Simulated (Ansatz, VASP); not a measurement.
## As: VASP beside Ansatz

The input INCAR:

```
SYSTEM = As
ALGO     = Normal         ! electronic algorithm
EDIFF    = 1E-7           ! SCF threshold, eV
ENCUT    = 520            ! plane-wave cutoff, eV
GGA      = PE             ! functional
ISIF     = 2              ! what is computed and relaxed
ISMEAR   = -1             ! smearing method
LASPH    = .TRUE.         ! aspherical terms in the spheres
LCHARG   = .FALSE.        ! write CHGCAR
LREAL    = .FALSE.        ! projectors in reciprocal space
LWAVE    = .FALSE.        ! write WAVECAR
NBANDS   = 12             ! bands
NELM     = 80             ! most SCF steps
PREC     = Accurate       ! precision mode
SIGMA    = 0.08           ! smearing width, eV
```

KPOINTS

```
k-points
0
G
  13 13 13
  0 0 0
```

The input POSCAR:

```
As
1.0
    0.0000000000      2.4237092002      2.4237092002
    2.4237092002      0.0000000000      2.4237092002
    2.4237092002      2.4237092002      0.0000000000
As
2
Direct
   -0.1250000000     -0.1250000000     -0.1250000000
    0.1250000000      0.1250000000      0.1250000000
```

Input for Ansatz:

```yaml
crystal:
  lattice:
    - [0.0, 2.4237092002, 2.4237092002]
    - [2.4237092002, 0.0, 2.4237092002]
    - [2.4237092002, 2.4237092002, 0.0]
  atoms:
    - { symbol: As, position: [-0.125, -0.125, -0.125] }
    - { symbol: As, position: [0.125, 0.125, 0.125] }
kpoints:
  mp_grid: { grid: [13, 13, 13] }
scf:
  occupations: { method: fermi_dirac, width: 0.08 }
hamiltonian:
  xc: pbe
  pseudopotentials: { kind: all_electron, lapw: { basis_error: 0.001 } }
output:
  forces: true
  stress: true
  eigenvalues: true
  populations: true
```

Change from the starting cell: volume scaled by 0.5, LAPW.

Alike in both runs: task single point; functional PBE; k mesh 13 × 13 × 13; occupations fermi-dirac, width 0.08 eV; no spin polarisation.

|  | VASP | Ansatz |
| --- | --- | --- |
| version | VASP 6.6.1 | Ansatz 0.2.0 |
| potentials or method | VASP PAW PBE potentials, release 64 (As), cutoff 520 eV | all-electron LAPW, scalar-relativistic |

Ansatz gave:

- pressure (GPa): 119.9

Problem. What did VASP give for the same quantities?

Solution. Pressure (GPa): 123.7.

Both programs put the cell under a high pressure, so it lies far from rest at this level. Ansatz ran all-electron here, and VASP with PAW potentials.

Noted on VASP's run: the cell as given lies far from equilibrium.
